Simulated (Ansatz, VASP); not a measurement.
## Ga2S in VASP and in Ansatz

```
CELL_PARAMETERS angstrom
2.86693 0.00000 0.00000
-1.43347 2.48284 0.00000
0.00000 0.00000 7.70642
ATOMIC_POSITIONS crystal
Ga 0.00000 0.00000 0.82424
Ga 0.00000 0.00000 0.17576
S 0.00000 0.00000 0.50000
```

Alike in both runs: functional PBE; k mesh 5 × 5 × 2; occupations gaussian, width 0.15 eV; no spin polarisation.

Ansatz relaxed the structure, and its values are those at the end. VASP's run is a single point on that final structure, the one shown.

```csv
,VASP,Ansatz
version,VASP 6.6.1,Ansatz 0.2.0
potentials or method,"VASP PAW PBE potentials, release 64 (Ga_d, S), cutoff 500 eV","scalar-relativistic, plane waves, PAW"
valence electrons in the cell,32,32
```

|  | VASP | Ansatz | Ansatz less VASP |
| --- | --- | --- | --- |
| gap on the k mesh at the Fermi level (eV) | none | none | - |
| pressure (GPa) | 0.0 | -0.1 | -0.04 |

A gap of «none» marks a metal or a gap that the smearing closes.

The k mesh is coarse, so the values compare programs but aren't converged.
